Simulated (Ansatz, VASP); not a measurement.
**InP in VASP and in Ansatz**

INCAR

```
  PREC = Accurate
  ENCUT = 520
  EDIFF = 1E-8
  ISMEAR = -1
  SIGMA = 0.05
  LREAL = False
  LASPH = True
  NELM = 100
  ALGO = Normal
  ISIF = 2
  LWAVE = False
  LCHARG = False
  GGA = CA
  LEFG = True
  NBANDS = 16
```

Contents of KPOINTS:

```
regular mesh
0
Gamma
  11 11 11
```

The input POSCAR:

```
InP
1.0
    0.0000000000      2.8454514337      2.8454514337
    2.8454514337      0.0000000000      2.8454514337
    2.8454514337      2.8454514337      0.0000000000
In P
1 1
Direct
    0.0000000000      0.0000000000      0.0000000000
    0.5000000000      0.5000000000      0.5000000000
```

Input for Ansatz:

```yaml
crystal:
  lattice:
    - [0.0, 2.8454514337, 2.8454514337]
    - [2.8454514337, 0.0, 2.8454514337]
    - [2.8454514337, 2.8454514337, 0.0]
  atoms:
    - { symbol: In, position: [0.0, 0.0, 0.0] }
    - { symbol: P, position: [0.5, 0.5, 0.5] }
kpoints:
  mp_grid: { grid: [11, 11, 11] }
scf:
  occupations: { method: fermi_dirac, width: 0.05 }
hamiltonian:
  xc: lda
  pseudopotentials: { kind: paw }
output:
  forces: true
  stress: true
  eigenvalues: true
  efg: { contact_densities: true }
```

Change from the starting cell: volume scaled by 0.99, PAW files.

Alike in both runs: task electric field gradients; functional LDA; k mesh 11 × 11 × 11; occupations fermi-dirac, width 0.05 eV; no spin polarisation.

|  | VASP | Ansatz |
| --- | --- | --- |
| version | VASP 6.6.1 | Ansatz 0.2.0 |
| potentials or method | VASP PAW LDA potentials, release 64 (In_d, P) | PAW with Ansatz's default frozen-core files, scalar-relativistic |
| plane-wave cutoff (eV) | 520 | 420 |
| valence electrons in the cell | 18 | 18 |

|  | VASP | Ansatz | Ansatz less VASP |
| --- | --- | --- | --- |
| pressure (GPa) | -9.3 | -9.3 | -0.01 |

LDA's correlation is that of Perdew and Zunger in VASP and of Perdew and Wang (1992) in Ansatz.
